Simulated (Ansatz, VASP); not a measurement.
Two plane-wave programs on Hf

```
CELL_PARAMETERS angstrom
3.20494 0.00000 0.00000
-1.60247 2.77556 0.00000
0.00000 0.00000 5.06706
ATOMIC_POSITIONS crystal
Hf 0.33333 0.66667 0.25000
Hf 0.66667 0.33333 0.75000
```

Alike in both runs: functional PBE; k mesh 18 × 18 × 10; occupations gaussian, width 0.1 eV; no spin polarisation.

Ansatz relaxed the structure, and its values are those at the end. VASP's run is a single point on that final structure, the one shown.

|  | VASP | Ansatz |
| --- | --- | --- |
| version | VASP 6.6.1 | Ansatz 0.2.0 |
| potentials or method | VASP PAW PBE potentials, release 64 (Hf_pv) | scalar-relativistic, plane waves, PAW |
| plane-wave cutoff (eV) | 520 | 420 |
| valence electrons in the cell | 20 | 52 |

```csv
,VASP,Ansatz,Ansatz less VASP
gap on the k mesh at the Fermi level (eV),none,none,-
pressure (GPa),-0.4,0.0,+0.43
```

A gap of «none» marks a metal or a gap that the smearing closes. The functional is the same, so the differences come from potentials, cutoffs and numerics. VASP's potentials hold 20 valence electrons a cell and Ansatz's 52, so a difference there can come from the potentials and not from the codes.

Spin-orbit coupling is off throughout.
